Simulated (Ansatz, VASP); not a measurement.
One calculation of SiC, two programs

Contents of INCAR:

```
SYSTEM = SiC
PREC = Accurate ; ENCUT = 520
EDIFF = 1E-6 ; ISMEAR = 0
SIGMA = 0.05 ; LREAL = .FALSE.
LASPH = .TRUE. ; NELM = 80
ALGO = Normal ; ISIF = 2
LWAVE = .FALSE. ; LCHARG = .FALSE.
GGA = PE ; NBANDS = 36
```

The input KPOINTS:

```
Automatic mesh
0
G
  10 10 2
  0 0 0
```

Contents of POSCAR:

```
SiC
1.0
    2.1740000000     -2.1740000000      0.0000000000
    2.1740000000      0.0000000000     -2.1740000000
   12.3191884000      6.8844058000      6.8844058000
Si C
6 6
Direct
    0.6146131933      0.6146131933      0.0624666667
   -0.7464701400     -0.7464701400      0.8958000000
    0.1423965267      0.1423965267      0.2291333333
    0.1979631933      0.1979631933      0.5624666667
   -0.3298201400     -0.3298201400      0.3958000000
   -0.2742534733     -0.2742534733      0.7291333333
    0.3021256933      0.3021256933      0.4374666667
    0.7743423600      0.7743423600      0.2708000000
   -0.1700909733     -0.1700909733      0.6041333333
   -0.1145243067     -0.1145243067      0.9374666667
   -0.6423076400     -0.6423076400      0.7708000000
    0.2465590267      0.2465590267      0.1041333333
```

Input for Ansatz:

```yaml
crystal:
  lattice:
    - [2.174, -2.174, 0.0]
    - [2.174, 0.0, -2.174]
    - [12.3191884, 6.8844058, 6.8844058]
  atoms:
    - { symbol: Si, position: [0.6146131933, 0.6146131933, 0.0624666667] }
    - { symbol: Si, position: [-0.74647014, -0.74647014, 0.8958] }
    - { symbol: Si, position: [0.1423965267, 0.1423965267, 0.2291333333] }
    - { symbol: Si, position: [0.1979631933, 0.1979631933, 0.5624666667] }
    - { symbol: Si, position: [-0.32982014, -0.32982014, 0.3958] }
    - { symbol: Si, position: [-0.2742534733, -0.2742534733, 0.7291333333] }
    - { symbol: C, position: [0.3021256933, 0.3021256933, 0.4374666667] }
    - { symbol: C, position: [0.77434236, 0.77434236, 0.2708] }
    - { symbol: C, position: [-0.1700909733, -0.1700909733, 0.6041333333] }
    - { symbol: C, position: [-0.1145243067, -0.1145243067, 0.9374666667] }
    - { symbol: C, position: [-0.64230764, -0.64230764, 0.7708] }
    - { symbol: C, position: [0.2465590267, 0.2465590267, 0.1041333333] }
basis:
  ecutwfc: 420
kpoints:
  mp_grid: { grid: [10, 10, 2] }
hamiltonian:
  xc: pbe
scf:
  occupations: { method: gaussian, width: 0.05 }
output:
  forces: true
  stress: true
  eigenvalues: true
  write_density: true
  write_potential: true
  elf: true
  volumetric_format: npy
```

Alike in both runs: task single point; functional PBE; k mesh 10 × 10 × 2; occupations gaussian, width 0.05 eV; no spin polarisation.

```csv
,VASP,Ansatz
version,VASP 6.6.1,Ansatz 0.2.0
potentials or method,"VASP PAW PBE potentials, release 64 (Si, C), cutoff 520 eV","scalar-relativistic, plane waves, PAW"
valence electrons in the cell,48,48
```

|  | VASP | Ansatz | Ansatz less VASP |
| --- | --- | --- | --- |
| gap on the k mesh at the Fermi level (eV) | 0.66 | 0.66 | +0.004 |
| least direct gap on the mesh (eV) | 1.44 | 1.44 | +0.005 |
| pressure (GPa) | 3.6 | 3.7 | +0.05 |
| traceless stress, the component that is largest in VASP (GPa) | -3.99 | -3.96 | +0.031 |
| rms of the force components (eV/Å) | 0.467 | 0.467 | +0.0002 |

Atom by atom the forces differ by 0.003 eV/Å (rms over components).
